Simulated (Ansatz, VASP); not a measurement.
## Si in VASP and in Ansatz

POSCAR

```
Si
1.0
   -3.2575590318      3.2575590318      1.8831422881
    3.2575590318     -3.2575590318      1.8831422881
    3.2575590318      3.2575590318     -1.8831422881
Si
4
Direct
    0.8211989400      0.1788010600      0.0000000000
    0.1788010600      0.8211989400      0.0000000000
    0.8211989400      0.8211989400      0.6423978800
    0.1788010600      0.1788010600      0.3576021200
```

The input INCAR.step1:

```
SYSTEM = Si
  PREC = Accurate
  ENCUT = 520
  ISMEAR = -1
  SIGMA = 0.05
  LREAL = .False.
  LASPH = .True.
  NELM = 80
  NBANDS = 16
  GGA = PE
  ALGO = Normal
  EDIFF = 1E-4
  LWAVE = .True.
  LCHARG = .False.
```

Contents of INCAR.step2:

```
SYSTEM = Si
  PREC = Accurate
  ENCUT = 520
  EDIFF = 1E-7
  ISMEAR = -1
  SIGMA = 0.05
  LREAL = .False.
  LASPH = .True.
  NELM = 80
  ALGO = Normal
  ISIF = 2
  LWAVE = .False.
  LCHARG = .False.
  METAGGA = R2SCAN
  LMIXTAU = .True.
  NBANDS = 16
  ISTART = 1
```

KPOINTS

```
regular mesh
0
Gamma
  8 8 8
  0 0 0
```

The input input.yaml:

```yaml
crystal:
  lattice:
    - [-3.2575590318, 3.2575590318, 1.8831422881]
    - [3.2575590318, -3.2575590318, 1.8831422881]
    - [3.2575590318, 3.2575590318, -1.8831422881]
  atoms:
    - { symbol: Si, position: [0.82119894, 0.17880106, 0.0] }
    - { symbol: Si, position: [0.17880106, 0.82119894, 0.0] }
    - { symbol: Si, position: [0.82119894, 0.82119894, 0.64239788] }
    - { symbol: Si, position: [0.17880106, 0.17880106, 0.35760212] }
hamiltonian:
  xc: r2scan
  pseudopotentials: { kind: paw }
kpoints:
  mp_grid: { grid: [8, 8, 8] }
scf:
  occupations: { method: fermi_dirac, width: 0.05 }
output:
  forces: true
  stress: true
  eigenvalues: true
  write_density: true
  write_potential: true
  elf: true
  volumetric_format: npy
```

Alike in both runs: task single point; functional r2SCAN; k mesh 8 × 8 × 8; occupations fermi-dirac, width 0.05 eV; no spin polarisation.

```csv
,VASP,Ansatz
version,VASP 6.6.1,Ansatz 0.2.0
potentials or method,"VASP PAW PBE potentials, release 64 (Si)",Ansatz PAW
plane-wave cutoff (eV),520,500
valence electrons in the cell,16,16
```

```tsv
	VASP	Ansatz	Ansatz less VASP
gap on the k mesh at the Fermi level (eV)	0.25	0.23	-0.017
least direct gap on the mesh (eV)	0.51	0.50	-0.014
pressure (GPa)	6.2	6.4	+0.24
traceless stress, the component that is largest in VASP (GPa)	0.20	0.24	+0.040
rms of the force components (eV/Å)	0.055	0.055	-0.0003
```

VASP's potentials were made for PBE, not for r2SCAN. Atom by atom the forces differ by 0.000 eV/Å (rms over components).
